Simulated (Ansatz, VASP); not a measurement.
# One calculation of Si, two programs

Contents of INCAR:

```
SYSTEM = Si
ALGO = Normal
EDIFF = 1E-6
ENCUT = 520
GGA = PE
ISIF = 2
ISMEAR = 0
LASPH = .TRUE.
LCHARG = .FALSE.
LREAL = .FALSE.
LWAVE = .FALSE.
NBANDS = 11
NELM = 60
PREC = Accurate
SIGMA = 0.05
```

File KPOINTS:

```
k-points
0
G
  10 10 10
  0 0 0
```

Contents of POSCAR:

```
Si
1.0
    0.0000000000      2.7055101033      3.1294635365
    2.7055101033      0.0000000000      3.1294635365
    2.7055101033      2.7055101033      0.0000000000
Si
2
Direct
    0.5000000000      0.5000000000      0.5000000000
    0.7500000000      0.7500000000      0.7500000000
```

Input for Ansatz:

```yaml
crystal:
  lattice:
    - [0.0, 2.7055101033, 3.1294635365]
    - [2.7055101033, 0.0, 3.1294635365]
    - [2.7055101033, 2.7055101033, 0.0]
  atoms:
    - { symbol: Si, position: [0.5, 0.5, 0.5] }
    - { symbol: Si, position: [0.75, 0.75, 0.75] }
basis:
  ecutwfc: 420
kpoints:
  mp_grid: { grid: [10, 10, 10] }
hamiltonian:
  xc: pbe
  pseudopotentials: { kind: paw, azcp: { folder: soft_1 } }
scf:
  occupations: { method: gaussian, width: 0.05 }
output:
  forces: true
  stress: true
  eigenvalues: true
```

Alike in both runs: task single point; functional PBE; k mesh 10 × 10 × 10; occupations gaussian, width 0.05 eV; no spin polarisation.

```csv
,VASP,Ansatz
version,VASP 6.6.1,Ansatz 0.2.0
potentials or method,"VASP PAW PBE potentials, release 64 (Si), cutoff 520 eV","scalar-relativistic, plane waves, PAW"
valence electrons in the cell,8,8
```

Ansatz gave:

```
gap on the k mesh at the Fermi level (eV)                     : 0.03
least direct gap on the mesh (eV)                             : 0.97
pressure (GPa)                                                : -8.0
traceless stress, the component that is largest in VASP (GPa) : -10.56
```

Task: What did VASP give for the same quantities?

Result: gap on the k mesh at the Fermi level (eV): 0.03; least direct gap on the mesh (eV): 0.97; pressure (GPa): -8.0; traceless stress, the component that is largest in VASP (GPa): -10.58.
